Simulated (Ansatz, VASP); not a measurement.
**One calculation of TiCo3, two programs**

File INCAR:

```
SYSTEM = TiCo3
PREC = Accurate
ENCUT = 520
EDIFF = 1E-7
ISMEAR = 0
SIGMA = 0.05
LREAL = .False.
LASPH = .True.
NELM = 150
ALGO = Normal
ISIF = 2
LWAVE = .False.
LCHARG = .False.
ISPIN = 2
MAGMOM = -0.42 1.21 1.21 1.21
LORBIT = 11
LMAXMIX = 4
GGA = PS
NBANDS = 32
```

File KPOINTS:

```
Automatic mesh
0
Gamma
  12 12 12
  0 0 0
```

Contents of POSCAR:

```
TiCo3
1.0
    3.6140000000      0.0000000000      0.0000000000
    0.0000000000      3.6140000000      0.0000000000
    0.0000000000      0.0000000000      3.6140000000
Ti Co
1 3
Direct
    0.0000000000      0.0000000000      0.0000000000
    0.0000000000      0.5000000000      0.5000000000
    0.5000000000      0.0000000000      0.5000000000
    0.5000000000      0.5000000000      0.0000000000
```

Input for Ansatz:

```yaml
crystal:
  lattice:
    - [3.614, 0.0, 0.0]
    - [0.0, 3.614, 0.0]
    - [0.0, 0.0, 3.614]
  atoms:
    - { symbol: Ti, position: [0.0, 0.0, 0.0], spin: -0.42 }
    - { symbol: Co, position: [0.0, 0.5, 0.5], spin: 1.21 }
    - { symbol: Co, position: [0.5, 0.0, 0.5], spin: 1.21 }
    - { symbol: Co, position: [0.5, 0.5, 0.0], spin: 1.21 }
basis:
  ecutwfc: 420
kpoints:
  mp_grid: { grid: [12, 12, 12] }
hamiltonian:
  xc: pbesol
scf:
  occupations: { method: gaussian, width: 0.05 }
output:
  forces: true
  stress: true
  eigenvalues: true
  populations: true
magnetization:
  spin_polarized: true
```

Alike in both runs: task single point; functional PBEsol; k mesh 12 × 12 × 12; occupations gaussian, width 0.05 eV; collinear spin.

|  | VASP | Ansatz |
| --- | --- | --- |
| version | VASP 6.6.1 | Ansatz 0.2.0 |
| potentials or method | VASP PAW PBE potentials, release 64 (Ti_sv, Co), cutoff 520 eV | scalar-relativistic, plane waves, PAW |
| valence electrons in the cell | 39 | 63 |

```tsv
	VASP	Ansatz	Ansatz less VASP
gap on the k mesh at the Fermi level (eV)	none	none	-
pressure (GPa)	-15.5	-10.3	+5.20
net moment per atom (μB)	0.00	0.67	+0.670
size of the moment on the site where the two differ most (μB)	0.00	1.10	+1.101
```

The net moments are unlike, so the other rows may belong to different states. VASP's potentials were made for PBE, not for PBEsol. Site moments also hang on the region over which each program counts them. A gap of «none» marks a metal or a gap that the smearing closes. VASP's potentials hold 39 valence electrons a cell and Ansatz's 63, so a difference there can come from the potentials and not from the codes.
